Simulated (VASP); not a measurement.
A run of VASP 6.6.1:

POSCAR

```
Sc
1.0
   -1.8790000000      1.8790000000      2.3805000000
    1.8790000000     -1.8790000000      2.3805000000
    1.8790000000      1.8790000000     -2.3805000000
Sc
1
Direct
    0.0000000000      0.0000000000      0.0000000000
```

The input INCAR.step1:

```
ALGO = Normal
EDIFF = 1E-4
ENCUT = 520
GGA = PE
ISMEAR = 0
LASPH = T
LCHARG = F
LREAL = F
LWAVE = T
NBANDS = 12
NELECT = 10.9
NELM = 100
PREC = Accurate
SIGMA = 0.05
```

The input INCAR.step2:

```
ALGO = Normal
EDIFF = 1E-7
ENCUT = 520
ISIF = 2
ISMEAR = 0
ISTART = 1
LASPH = T
LCHARG = F
LMIXTAU = T
LREAL = F
LWAVE = F
METAGGA = R2SCAN
NBANDS = 12
NELECT = 10.9
NELM = 100
PREC = Accurate
SIGMA = 0.05
```

Contents of KPOINTS:

```
k-points
0
Gamma
  12 12 12
```

Potentials or basis: VASP PAW PBE potentials, release 64 (Sc_sv).

Command:

```bash
$ cat potpaw_PBE.64/Sc_sv/POTCAR > POTCAR
$ cp INCAR.step1 INCAR
$ mpirun -np 1 vasp_std > vasp.out
$ cp INCAR.step2 INCAR
$ mpirun -np 1 vasp_std > vasp.out
```

Hardware: 1 thread of Intel(R) Xeon(R) Platinum 8488C (Sapphire Rapids), on a shared host.

How long does it take, and how much memory?

Wall time 3 min on 1 thread of Intel(R) Xeon(R) Platinum 8488C (Sapphire Rapids), with other jobs on the host, peak memory 0.2 GiB. Counts: k points 163.
